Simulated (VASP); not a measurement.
Write the native input for VASP 6.6.1 that does the following.

```
Task                   : single point
Functional             : PBEsol
Potentials or basis    : VASP PAW PBE potentials, release 64 (Ti_sv)
Cutoff                 : 520 eV
k mesh                 : 12 × 12 × 18
Occupations            : gaussian, width 0.15 eV
Spin                   : no spin polarisation
Dipole correction      : no
Further INCAR settings : ALGO = Fast; EDIFF = 1e-06; NBANDS = 25
```

The structure of Ti lies in POSCAR:

```
Ti
1.0
    4.3740937984      0.0000000000      0.0000000000
   -2.1870468992      3.7880763480      0.0000000000
    0.0000000000      0.0000000000      2.9824007724
Ti
3
Direct
    0.0000000000      0.0000000000      0.0000000000
    0.3333333333      0.6666666667      0.5000000000
    0.6666666667      0.3333333333      0.5000000000
```

This isn't the form of Ti at room conditions, which is hcp.

This cell differs from its parent crystal: ratio of the length along z to the lengths across it x 1.1, volume and fractional coordinates fixed.

One way to write it, as run:

INCAR

```
SYSTEM = Ti
PREC = Accurate
ENCUT = 520
EDIFF = 1E-6
ISMEAR = 0
SIGMA = 0.15
LREAL = .FALSE.
LASPH = .TRUE.
NELM = 100
ALGO = Fast
ISIF = 2
LWAVE = .FALSE.
LCHARG = .FALSE.
GGA = PS
NBANDS = 25
```

KPOINTS

```
Automatic mesh
0
G
  12 12 18
  0 0 0
```

Potentials or basis: VASP PAW PBE potentials, release 64 (Ti_sv).

The run is started by

```sh
$ cat potpaw_PBE.64/Ti_sv/POTCAR > POTCAR
$ mpirun -np 1 vasp_std > vasp.out
```

Results of the run:

```yaml
Pressure: -0.4 GPa
Band_gap_on_the_k_mesh: zero (bands 18 and 19 overlap by 0.62 eV)
```

Caveat: the PAW data sets were made with another functional, which shifts forces and pressure a little.

Wall time 5.6 min on 1 thread of Intel(R) Xeon(R) 6975P-C (Granite Rapids), on a shared host, peak memory 0.3 GiB.
